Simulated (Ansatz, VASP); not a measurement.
## One calculation of MgO, two programs

```xyz
2
Lattice="2.9380 0.0000 0.0000 -1.4690 2.6207 0.0000 0.0000 0.0000 2.6797" Properties=species:S:1:pos:R:3 pbc="T T T"
Mg    0.0000    0.0000    0.0000
O     0.0000    1.7472    1.3398
```

Change from the starting cell: strain +0.0300 x Voigt [0, 1, 0, 0, 0, 0], atoms carried along.

Alike in both runs: task single point; functional LDA; k mesh 9 × 9 × 8; occupations gaussian, width 0.05 eV; no spin polarisation.

|  | VASP | Ansatz |
| --- | --- | --- |
| version | VASP 6.6.1 | Ansatz 0.2.0 |
| potentials or method | VASP PAW LDA potentials, release 64 (Mg, O), cutoff 520 eV | scalar-relativistic, plane waves, PAW |
| valence electrons in the cell | 8 | 16 |

VASP gave:

- gap on the k mesh at the Fermi level (eV): 2.64
- least direct gap on the mesh (eV): 3.01
- pressure (GPa): -13.9
- traceless stress, the component that is largest in VASP (GPa): -4.97
- rms of the force components (eV/Å): 0.024

Which values does Ansatz return?

gap on the k mesh at the Fermi level (eV): 2.64; least direct gap on the mesh (eV): 3.01; pressure (GPa): -12.3; traceless stress, the component that is largest in VASP (GPa): -5.00; rms of the force components (eV/Å): 0.023.

LDA's correlation is that of Perdew and Zunger in VASP and of Perdew and Wang (1992) in Ansatz. Atom by atom the forces differ by 0.001 eV/Å (rms over components). VASP's potentials hold 8 valence electrons a cell and Ansatz's 16, so a difference there can come from the potentials and not from the codes.
